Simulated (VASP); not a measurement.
Crystal: TiB.

```
CELL_PARAMETERS angstrom
2.42000 0.00000 0.00000
0.00000 2.42000 0.00000
0.00000 0.00000 2.42000
ATOMIC_POSITIONS crystal
Ti 0.00000 0.00000 0.00000
B 0.50000 0.50000 0.50000
```

- Program: VASP 6.6.1
- Task: relaxation of cell and atoms
- Functional: PBEsol
- Potentials or basis: VASP PAW PBE potentials, release 64 (Ti_sv, B)
- Cutoff: 500 eV
- k mesh: 10 × 10 × 10
- Occupations: fermi-dirac, width 0.05 eV
- Spin: no spin polarisation

At the start: pressure 158.6 GPa; volume 7.09 Å³/atom.

Task: How do energy, volume and symmetry change on relaxing?

Result: Over 5 steps the energy falls by 1240.5 meV/atom and the volume is 10.51 Å³/atom (+48.3 %); space group Pm-3m (No. 221, to 0.1 Å) before and after.

Step by step:
```csv
step,energy change (eV),largest force (eV/Å),pressure (GPa),volume (Å³)
1,0.0000,0.0000,158.62,14.17
2,-0.3202,0.0000,-36.08,33.98
3,-2.4686,0.0000,-5.78,21.69
4,-2.4796,0.0000,-1.99,21.24
5,-2.4810,0.0000,0.03,21.02
```

Final structure:
```
CELL_PARAMETERS angstrom
2.75958 0.00000 0.00000
0.00000 2.75958 0.00000
0.00000 0.00000 2.75958
ATOMIC_POSITIONS crystal
Ti 0.00000 0.00000 0.00000
B 0.50000 0.50000 0.50000
```

Caveat: the volume moved by over 15 % at a fixed basis, so the end points are rough; the PAW data sets were made with another functional, which shifts forces and pressure a little.
